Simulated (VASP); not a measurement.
## H: single point with PBEsol

The system is H.

```
H
1.0
     2.64964    0.00000    0.00000
     0.00000    2.64964    0.00000
     0.00000    0.00000    1.05893
H
1
Direct
  0.00000 0.00000 0.50000
```

This cell differs from its parent crystal: strain +0.000 along x and y, +0.080 along z.

- Program: VASP 6.6.1
- Task: single point
- Functional: PBEsol
- Potentials or basis: VASP PAW PBE potentials, release 64 (H)
- Cutoff: 520 eV
- k mesh: 10 × 10 × 26
- Occupations: gaussian, width 0.05 eV
- Spin: no spin polarisation

The pressure is -5.5 GPa.

Stress tensor (GPa, compression positive):
```
  0.86   0.00   0.00
  0.00   0.86   0.00
  0.00   0.00 -18.12
```

Levels at points of the mesh, in eV from the Fermi level:
| k point | band 1 | band 2 | band 3 |
| --- | --- | --- | --- |
| (0.00, 0.00, 0.00) | -9.74 | 10.66 | 16.34 |
| (0.50, 0.00, 0.00) | -8.12 | 3.15 | 17.22 |
| (0.50, 0.50, 0.00) | -6.84 | 7.04 | 7.04 |
| (0.00, 0.00, 0.50) | 19.95 | 27.01 | 42.05 |
| (0.50, 0.00, 0.50) | 20.93 | 29.55 | 36.51 |
| (0.50, 0.50, 0.50) | 21.72 | 31.69 | 40.30 |

Run time: 14 s on 1 thread of Intel Xeon 8259CL, with other jobs on the host, peak memory 0.11 GiB.

Caveat: the cell differs from its parent crystal (strain +0.000 along x and y, +0.080 along z); the PAW data sets were made with another functional, which shifts forces and pressure a little.
